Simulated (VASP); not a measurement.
# Ta5W (Pmmm) in VASP: further runs

Ta5W is run at these levels: PBE; tasks: single point, relaxation of cell and atoms.

Program: VASP 6.6.1. These are calculated values, not measurements. Logs are shortened: lines on timing, memory, paths and dates and some standing lists are left out, and cuts for length are marked.

## Step 1: The cell of the first run

Symmetry: Pmmm, No. 47, orthorhombic system. Conventional cell: a = 2.757 Å, b = 4.769 Å, c = 8.303 Å, α = 90.00°, β = 90.00°, γ = 90.00°. Within 3.6 Å of Ta (site symmetry mm2) lie 1 W at 2.73 Å and 11 Ta at 2.76 to 3.10 Å. Within 3.6 Å of Ta (site symmetry mmm) lie 12 Ta at 2.76 to 3.10 Å. Within 3.6 Å of Ta (site symmetry mm2) lie 8 Ta at 2.73 to 3.08 Å and 4 W at 3.07 Å. W (site symmetry mmm) has 10 Ta at 2.73 to 3.07 Å and 2 W at 2.76 Å within 3.6 Å.

## Step 2: Single point, PBE

Contents of INCAR:

```
SYSTEM = Ta5W
ALGO     = Fast           ! electronic algorithm
EDIFF    = 1E-6           ! SCF threshold, eV
ENCUT    = 520            ! plane-wave cutoff, eV
GGA      = PE             ! functional
ISIF     = 2              ! what is computed and relaxed
ISMEAR   = 0              ! smearing method
LASPH    = .True.         ! aspherical terms in the spheres
LCHARG   = .True.         ! write CHGCAR
LELF     = .True.         ! ELF
LREAL    = .False.        ! projectors in reciprocal space
LVHAR    = .True.       
LWAVE    = .False.        ! write WAVECAR
NBANDS   = 44             ! bands
NELM     = 80             ! most SCF steps
PREC     = Accurate       ! precision mode
SIGMA    = 0.1            ! smearing width, eV
```

Contents of KPOINTS:

```
k-points
0
Gamma
  14 8 6
  0 0 0
```

Contents of POSCAR:

```
Ta5W
1.0
    2.7568480428      0.0000000000      0.0000000000
    0.0000000000      4.7691009556      0.0000000000
    0.0000000000      0.0000000000      8.3030926323
Ta W
5 1
Direct
    0.0000000000      0.0000000000      0.8293527194
    0.5000000000      0.5000000000      0.0000000000
    0.0000000000      0.0000000000      0.1706472806
    0.5000000000      0.5000000000      0.3358505216
    0.5000000000      0.5000000000      0.6641494784
    0.0000000000      0.0000000000      0.5000000000
```

Potentials or basis: VASP PAW PBE potentials, release 64 (Ta_pv, W_sv).

On the command line:

```
$ cat potpaw_PBE.64/Ta_pv/POTCAR potpaw_PBE.64/W_sv/POTCAR > POTCAR
$ mpirun -np 1 vasp_std > vasp.out
```

OUTCAR:

```text
SYSTEM = Ta5W
   EDIFF = 1E-6
   ENCUT = 520
   GGA = PE
   ISIF = 2
   ISMEAR = 0
   LASPH = .True.
   LREAL = .False.
   NELM = 80
   PREC = Accurate

 ion  position               nearest neighbor table
   1  0.000  0.000  0.829-   6 2.73   3 2.83   5 3.08   5 3.08   5 3.08   5 3.08   2 3.10   2 3.10
                             2 3.10   2 3.10
   2  0.500  0.500  0.000-   4 2.79   5 2.79   1 3.10   3 3.10   1 3.10   3 3.10   1 3.10   3 3.10
                             1 3.10   3 3.10
   3  0.000  0.000  0.171-   6 2.73   1 2.83   4 3.08   4 3.08   4 3.08   4 3.08   2 3.10   2 3.10
                             2 3.10   2 3.10
   4  0.500  0.500  0.336-   5 2.73   2 2.79   6 3.07   6 3.07   6 3.07   6 3.07   3 3.08   3 3.08
                             3 3.08   3 3.08
   5  0.500  0.500  0.664-   4 2.73   2 2.79   6 3.07   6 3.07   6 3.07   6 3.07   1 3.08   1 3.08
                             1 3.08   1 3.08
   6  0.000  0.000  0.500-   1 2.73   3 2.73   4 3.07   5 3.07   4 3.07   5 3.07   4 3.07   5 3.07
                             4 3.07   5 3.07

  LATTYP: Found a simple orthorhombic cell.
 ALAT       =     2.7568480428
 B/A-ratio  =     1.7299107102
 C/A-ratio  =     3.0118064193

  Lattice vectors:

 A1 = (   2.7568480428,   0.0000000000,   0.0000000000)
 A2 = (   0.0000000000,   4.7691009556,   0.0000000000)
 A3 = (   0.0000000000,   0.0000000000,   8.3030926323)

Analysis of symmetry for initial positions (statically):
=====================================================================
 Subroutine PRICEL returns:
 Original cell was already a primitive cell.

 Routine SETGRP: Setting up the symmetry group for a
 simple orthorhombic supercell.

 Subroutine GETGRP returns: Found  8 space group operations
 (whereof  8 operations were pure point group operations)
 out of a pool of  8 trial point group operations.

The static configuration has the point symmetry D_2h.

Analysis of symmetry for dynamics (positions and initial velocities):
=====================================================================
 Subroutine PRICEL returns:
 Original cell was already a primitive cell.

 Routine SETGRP: Setting up the symmetry group for a
 simple orthorhombic supercell.

 Subroutine GETGRP returns: Found  8 space group operations
 (whereof  8 operations were pure point group operations)
 out of a pool of  8 trial point group operations.

The dynamic configuration has the point symmetry D_2h.

 Subroutine INISYM returns: Found  8 space group operations
 (whereof  8 operations are pure point group operations),
 and found     1 'primitive' translations

----------------------------------------------------------------------------------------

                                     Primitive cell

  volume of cell :     109.1665

  direct lattice vectors                    reciprocal lattice vectors
     2.756848043  0.000000000  0.000000000     0.362733087  0.000000000  0.000000000
     0.000000000  4.769100956  0.000000000     0.000000000  0.209683127  0.000000000
     0.000000000  0.000000000  8.303092632     0.000000000  0.000000000  0.120437052

  length of vectors
     2.756848043  4.769100956  8.303092632     0.362733087  0.209683127  0.120437052

  position of ions in fractional coordinates (direct lattice)
     0.000000000  0.000000000  0.829352719
     0.500000000  0.500000000  0.000000000
     0.000000000  0.000000000  0.170647281
     0.500000000  0.500000000  0.335850522
     0.500000000  0.500000000  0.664149478
     0.000000000  0.000000000  0.500000000

  ion indices of the primitive-cell ions
   primitive index   ion index
                 1           1
                 2           2
                 3           3
                 4           4
                 5           5
                 6           6

----------------------------------------------------------------------------------------

 KPOINTS: k-points

Automatic generation of k-mesh.
 Grid dimensions read from file:
 generate k-points for:   14    8    6

 Generating k-lattice:

  Cartesian coordinates                     Fractional coordinates (reciprocal lattice)
     0.025909506  0.000000000  0.000000000     0.071428571  0.000000000  0.000000000
     0.000000000  0.026210391  0.000000000     0.000000000  0.125000000  0.000000000
     0.000000000  0.000000000  0.020072842     0.000000000  0.000000000  0.166666667

  Length of vectors
     0.025909506  0.026210391  0.020072842

  Shift w.r.t. Gamma in fractional coordinates (k-lattice)
     0.000000000  0.000000000  0.000000000

 Subroutine IBZKPT returns following result:
 ===========================================

 Found    160 irreducible k-points:

 Following reciprocal coordinates:
            Coordinates               Weight
  0.000000  0.000000  0.000000      1.000000
  0.071429  0.000000  0.000000      2.000000
  0.142857  0.000000  0.000000      2.000000
  0.214286  0.000000  0.000000      2.000000
  0.285714  0.000000  0.000000      2.000000
  0.357143  0.000000  0.000000      2.000000
[... 16 lines left out ...]
  0.428571  0.250000  0.000000      4.000000
  0.500000  0.250000  0.000000      2.000000
 [... further k-points ...]
   k-points           NKPTS =    160   k-points in BZ     NKDIM =    160   number of bands    NBANDS=     44
   number of dos      NEDOS =    301   number of ions     NIONS =      6
   total plane-waves  NPLWV =  55296
   dimension x,y,z NGX =    24 NGY =   36 NGZ =   64
   dimension x,y,z NGXF=    48 NGYF=   72 NGZF=  128
   ions per type =               5   1
   NGX,Y,Z   is equivalent  to a cutoff of  14.47, 12.55, 12.81 a.u.
   NGXF,Y,Z  is equivalent  to a cutoff of  28.95, 25.10, 25.63 a.u.
 SYSTEM =  Ta5W
   PREC   = accura    normal or accurate (medium, high low for compatibility)
   ISTART =      0    job   : 0-new  1-cont  2-samecut
   ICHARG =      2    charge: 1-file 2-atom 10-const
   ISPIN  =      1    spin polarized calculation?
   LNONCOLLINEAR =      F non collinear calculations
   LSORBIT =      F    spin-orbit coupling
   LASPH  =      T    aspherical Exc in radial PAW
   ENCUT  =  520.0 eV  38.22 Ry    6.18 a.u.   5.13  8.87 15.44*2*pi/ulx,y,z
   NELM   =     80;   NELMIN=  2; NELMDL= -5     # of ELM steps
   EDIFF  = 0.1E-05   stopping-criterion for ELM
   LREAL  =      F    real-space projection
   EDIFFG = 0.1E-04   stopping-criterion for IOM
   NSW    =      0    number of steps for IOM
   IBRION =     -1    ionic relax: 0-MD 1-quasi-New 2-CG
   NFREE  =      0    steps in history (QN), initial steepest desc. (CG)
   ISIF   =      2    stress and relaxation
   ISYM   =      2    0-nonsym 1-usesym 2-fastsym
   POTIM  = 0.5000    time-step for ionic-motion
   TEBEG  =    0.0;   TEEND  =   0.0 temperature during run
   PSTRESS=    0.0 pullay stress
   NELECT =      69.0000    total number of electrons
   NUPDOWN=      -1.0000    fix difference up-down
   EMIN   =  10.00;   EMAX   =-10.00  energy-range for DOS
   EFERMI =   0.00;   METHOD = LEGACY
   ISMEAR =     0;   SIGMA  =   0.10  broadening in eV -4-tet -1-fermi 0-gaus
   EFERMI_NEDOS =   21; number of points for ismear=-14 and -15
   IALGO  =     68    algorithm
   IMIX   =      4    mixing-type and parameters
     AMIX     =   0.40;   BMIX     =  1.00
     AMIX_MAG =   1.60;   BMIX_MAG =  1.00
  volume/ion in A,a.u.               =      18.19       122.78
  Fermi-wavevector in a.u.,A,eV,Ry     =   1.404952  2.654974 26.856401  1.973890
  Thomas-Fermi vector in A             =   2.527462
   LORBIT       =      0    0 simple, 1 ext, 2 COOP (PROOUT), +10 PAW based schemes
   GGA     = PE    functional components
   LHFCALC =     F    Hartree Fock is set to
   AEXX    =    0.0000 exact exchange contribution
   IVDW    =     0    specifies the selected vdW correction
   LEPSILON=     F    determine dielectric tensor
   LRPA    =     F    only Hartree local field effects (RPA)
 non-spin polarized calculation
 RMM-DIIS sequential band-by-band and
 Gauss-broadening in eV      SIGMA  =   0.10
  energy-cutoff  :      520.00
  volume of cell :      109.17
 maximum number of plane-waves:      2968
 NGX is ok and might be reduce to    24
   NGX = 11   NGY = 17   NGZ = 31

 number of electron      69.0000001 magnetization

 Free energy of the ion-electron system (eV)
  ---------------------------------------------------
  ext. energy  EPLUGINS =         0.00000000
  ---------------------------------------------------
  free energy    TOTEN  =       -70.90797267 eV

  energy without entropy =      -70.87561425  energy(sigma->0) =      -70.89179346

 E-fermi :   6.2064     XC(G=0): -12.6026

 val. band max:        6.2060916922   @ k =   0.3571   0.1250   0.3333
 cond. band min:       6.2073442891   @ k =   0.1429   0.0000   0.1667
 fundamental gap:      0.0012525969
 Fermi energy:         6.2063602924

 k-point     1 :       0.0000    0.0000    0.0000
  band No.  band energies     occupation
      1     -67.3923      2.00000
      2     -31.6292      2.00000
      3     -31.6143      2.00000
      4     -31.1815      2.00000
      5     -28.0552      2.00000
      6     -28.0525      2.00000
[... 36 lines left out ...]
     43       9.3392      0.00000
     44       9.5587      0.00000

 k-point     2 :       0.0714    0.0000    0.0000
  band No.  band energies     occupation
      1     -67.3897      2.00000
      2     -31.6247      2.00000
      3     -31.6090      2.00000
      4     -31.2240      2.00000
      5     -28.0477      2.00000
      6     -28.0379      2.00000
[... 36 lines left out ...]
     43       9.2525      0.00000
     44       9.4264      0.00000

 k-point     3 :       0.1429    0.0000    0.0000
  band No.  band energies     occupation
      1     -67.3822      2.00000
      2     -31.6120      2.00000
      3     -31.5941      2.00000
      4     -31.3417      2.00000
      5     -28.0272      2.00000
      6     -27.9954      2.00000
[... 36 lines left out ...]
     43       8.9790      0.00000
     44       9.2095      0.00000

 k-point     4 :       0.2143    0.0000    0.0000
  band No.  band energies     occupation
      1     -67.3714      2.00000
      2     -31.5938      2.00000
      3     -31.5726      2.00000
      4     -31.5086      2.00000
      5     -27.9995      2.00000
      6     -27.9294      2.00000
[... 882 lines left out ...]
     43       9.6303      0.00000
     44      10.2605      0.00000

 k-point    23 :       0.4286    0.2500    0.0000
  band No.  band energies     occupation
      1     -67.3411      2.00000
      2     -31.9595      2.00000
      3     -31.5415      2.00000
      4     -31.5159      2.00000
      5     -28.2373      2.00000
      6     -28.2046      2.00000
[... 36 lines left out ...]
     43       9.5716      0.00000
     44      10.5827      0.00000

 k-point    24 :       0.5000    0.2500    0.0000
  band No.  band energies     occupation
      1     -67.3384      2.00000
      2     -31.9980      2.00000
      3     -31.5367      2.00000
      4     -31.5110      2.00000
      5     -28.2821      2.00000
      6     -28.2566      2.00000
[... 36 lines left out ...]
     43       9.4728      0.00000
     44      10.8935      0.00000

 [... further k-points ...]
[... 5 lines left out ...]
  --------------------------------------------------------------------------------------
  -------------------------------------------------------------------------------------
  Total        0.1067462      0.0696913      0.1199165      0.0000000      0.0000000      0.0000000
  in kB        1.5666563      1.0228212      1.7599502      0.0000000      0.0000000      0.0000000
  external PRESSURE =       1.4498092 kB  Pullay stress =       0.0000000 kB

 VOLUME and BASIS-vectors are now :
 -----------------------------------------------------------------------------
  energy-cutoff  :      520.00
  volume of cell :      109.17
      direct lattice vectors                 reciprocal lattice vectors
     2.756848043  0.000000000  0.000000000     0.362733087  0.000000000  0.000000000
     0.000000000  4.769100956  0.000000000     0.000000000  0.209683127  0.000000000
     0.000000000  0.000000000  8.303092632     0.000000000  0.000000000  0.120437052

 POSITION                                       TOTAL-FORCE (eV/Angst)
 -----------------------------------------------------------------------------------
      0.00000      0.00000      6.88619         0.000000     -0.000000      0.010352
      1.37842      2.38455      0.00000         0.000000      0.000000      0.000000
      0.00000      0.00000      1.41690        -0.000000      0.000000     -0.010352
      1.37842      2.38455      2.78860         0.000000      0.000000     -0.003252
      1.37842      2.38455      5.51449         0.000000      0.000000      0.003252
      0.00000      0.00000      4.15155         0.000000      0.000000      0.000000
 -----------------------------------------------------------------------------------
    total drift:                                0.000000     -0.000000      0.000000

  FREE ENERGIE OF THE ION-ELECTRON SYSTEM (eV)
  ---------------------------------------------------
  free  energy   TOTEN  =       -70.9079726655 eV

  energy  without entropy=      -70.8756142474  energy(sigma->0) =      -70.89179346
```

Run time: 6.5 min. Hardware: 1 thread of Intel Xeon 6975P-C (Granite Rapids), shared host; peak memory 0.66 GiB.

What came out:

* Free energy: -70.9080 eV
* Pressure: 0.1 GPa
* Largest force: 0.010 eV/Å
* Band gap on the k mesh: zero (an odd number of electrons rules out a gap without spin polarisation)

Forces in eV/Å, atoms in the order of the input:
```
Ta   0.000  0.000  0.010
Ta   0.000  0.000  0.000
Ta   0.000  0.000 -0.010
Ta   0.000  0.000 -0.003
Ta   0.000  0.000  0.003
W    0.000  0.000  0.000
```

Caveat: spin-orbit coupling is left out, which moves the levels of the heavy elements.

## Step 3: Single point, PBE

This run uses another cell than the first one, of 16.85 Å³/atom.

Contents of INCAR:

```
SYSTEM = Ta5W
PREC = Accurate
ENCUT = 520
EDIFF = 1E-6
ISMEAR = 0
SIGMA = 0.1
LREAL = .False.
LASPH = .True.
NELM = 100
ALGO = Fast
ISIF = 2
LWAVE = .False.
LCHARG = .True.
GGA = PE
LELF = .True.
LVHAR = .True.
NBANDS = 44
```

Contents of KPOINTS:

```
regular mesh
0
Gamma
  6 4 2
  0 0 0
```

Contents of POSCAR:

```
Ta5W
1.0
    2.8778601500      0.0000000000      0.0000000000
    0.0000000000      4.0699088500      0.0000000000
    0.0000000000      0.0000000000      8.6335804400
Ta W
5 1
Direct
    0.0000000000      0.0000000000      0.8333333300
    0.5000000000      0.5000000000      0.0000000000
    0.0000000000      0.0000000000      0.1666666700
    0.5000000000      0.5000000000      0.3333333300
    0.5000000000      0.5000000000      0.6666666700
    0.0000000000      0.0000000000      0.5000000000
```

Potentials or basis: VASP PAW PBE potentials, release 64 (Ta_pv, W_sv).

On the command line:

```
$ cat potpaw_PBE.64/Ta_pv/POTCAR potpaw_PBE.64/W_sv/POTCAR > POTCAR
$ mpirun -np 1 vasp_std > vasp.out
```

It took 58 s on 1 thread of Intel Xeon 6975P-C (Granite Rapids), shared host; peak memory 0.25 GiB.

The run converged. Its results:

```
Free energy            : -69.6553 eV
Pressure               : 20.8 GPa
Largest force          : 0.542 eV/Å
Band gap on the k mesh : zero (an odd number of electrons rules out a gap without spin polarisation)
```

Forces in eV/Å, atoms in the order of the input:
```
Ta   0.000  0.000 -0.169
Ta   0.000  0.000  0.000
Ta   0.000  0.000  0.169
Ta   0.000  0.000  0.542
Ta   0.000  0.000 -0.542
W    0.000  0.000  0.000
```

Stress tensor (GPa, compression positive):
```
20.58  0.00  0.00
 0.00 22.03  0.00
 0.00  0.00 19.69
```

Levels at points of the mesh, in eV from the Fermi level:
| k point | band 30 | band 31 | band 32 | band 33 | band 34 | band 35 | band 36 | band 37 | band 38 | band 39 |
| --- | --- | --- | --- | --- | --- | --- | --- | --- | --- | --- |
| (0.00, 0.00, 0.00) | -1.32 | -0.50 | -0.42 | -0.02 | 0.09 | 0.23 | 0.30 | 0.37 | 1.40 | 1.42 |
| (0.50, 0.00, 0.00) | -1.60 | -1.45 | -1.44 | -1.23 | 1.16 | 1.30 | 1.33 | 1.37 | 1.53 | 1.82 |
| (0.00, 0.50, 0.00) | -0.57 | -0.47 | -0.31 | 0.05 | 0.08 | 0.09 | 0.14 | 0.18 | 0.45 | 0.55 |
| (0.50, 0.50, 0.00) | -1.22 | -0.94 | -0.80 | -0.78 | -0.30 | -0.11 | -0.02 | 0.03 | 0.92 | 0.99 |
| (0.00, 0.00, 0.50) | -1.45 | -1.23 | -0.59 | -0.33 | 0.28 | 0.42 | 0.71 | 0.72 | 1.28 | 1.60 |
| (0.50, 0.00, 0.50) | -2.30 | -2.26 | -1.58 | -1.23 | -1.21 | -1.15 | 2.53 | 2.81 | 2.94 | 3.04 |
| (0.00, 0.50, 0.50) | -0.67 | -0.18 | -0.18 | -0.12 | -0.02 | 0.01 | 0.02 | 0.06 | 0.91 | 0.99 |
| (0.50, 0.50, 0.50) | -1.38 | -1.19 | -1.18 | -1.15 | 0.11 | 0.19 | 0.26 | 0.39 | 0.44 | 0.77 |

Caveat: the k points lie up to 0.39 Å⁻¹ apart, too coarse for converged energies and pressures of a metal; spin-orbit coupling is left out, which moves the levels of the heavy elements.

## Step 4: Single point, PBE

This run uses another cell than the first one, of 18.26 Å³/atom.

Contents of INCAR:

```
PREC = Accurate ; ENCUT = 520
EDIFF = 1E-7 ; ISMEAR = 0
SIGMA = 0.1 ; LREAL = False
LASPH = True ; NELM = 80
ALGO = Fast ; ISIF = 2
LWAVE = False ; LCHARG = True
GGA = PE ; LELF = True
LVHAR = True ; NBANDS = 44
```

Contents of KPOINTS:

```
Automatic mesh
0
Gamma
  6 4 2
```

Contents of POSCAR:

```
Ta5W
1.0
    2.7978891570      0.0000000000      0.0000000000
    0.0000000000      4.6787127178      0.0000000000
    0.0000000000      0.0000000000      8.3675198820
Ta W
5 1
Direct
    0.0000000000      0.0000000000      0.8307343444
    0.5000000000      0.5000000000      0.0000000000
    0.0000000000      0.0000000000      0.1692656556
    0.5000000000      0.5000000000      0.3345426606
    0.5000000000      0.5000000000      0.6654573394
    0.0000000000      0.0000000000      0.5000000000
```

On the command line:

```
$ cat potpaw_PBE.64/Ta_pv/POTCAR potpaw_PBE.64/W_sv/POTCAR > POTCAR
$ mpirun -np 1 vasp_std > vasp.out
```

Wall time 64 s (1 thread of Intel Xeon 6975P-C (Granite Rapids), shared host); peak memory 0.27 GiB.

The run converged. Its results:

```yaml
Free_energy: -70.9944 eV
Pressure: 0.2 GPa
Largest_force: 0.010 eV/Å
Band_gap_on_the_k_mesh: zero (an odd number of electrons rules out a gap without spin polarisation)
```

Forces on the atoms (eV/Å):
```
Ta   0.000  0.000  0.010
Ta   0.000  0.000  0.000
Ta   0.000  0.000 -0.010
Ta   0.000  0.000 -0.003
Ta   0.000  0.000  0.003
W    0.000  0.000  0.000
```

Stress tensor (GPa, compression positive):
```
0.12 0.00 0.00
0.00 0.29 0.00
0.00 0.00 0.23
```

Levels at points of the mesh, in eV from the Fermi level:
```csv
k point,band 31,band 32,band 33,band 34,band 35,band 36,band 37,band 38,band 39,band 40
"(0.00, 0.00, 0.00)",-1.17,-1.10,-0.94,-0.21,0.05,1.21,1.24,1.46,1.50,2.03
"(0.50, 0.00, 0.00)",-1.86,-1.01,-0.78,1.92,2.00,2.05,2.16,2.21,2.48,3.39
"(0.00, 0.50, 0.00)",-0.85,-0.46,-0.31,-0.14,-0.05,0.07,0.08,1.42,1.56,2.12
"(0.50, 0.50, 0.00)",-0.87,-0.73,-0.44,-0.27,-0.25,0.89,0.96,1.39,1.54,1.84
"(0.00, 0.00, 0.50)",-0.75,-0.49,-0.20,0.07,0.07,0.37,0.45,1.32,1.70,1.80
"(0.50, 0.00, 0.50)",-2.13,-1.17,-0.70,-0.65,-0.63,2.67,2.74,2.99,3.18,3.31
"(0.00, 0.50, 0.50)",-0.83,-0.73,-0.71,-0.65,-0.60,0.92,1.00,1.17,1.35,2.39
"(0.50, 0.50, 0.50)",-0.85,-0.84,-0.76,-0.40,0.23,0.40,0.41,0.86,1.07,1.10
```

Caveat: the k points lie up to 0.38 Å⁻¹ apart, too coarse for converged energies and pressures of a metal; spin-orbit coupling is left out, which moves the levels of the heavy elements.

(Part 1 of 2 ends here.)
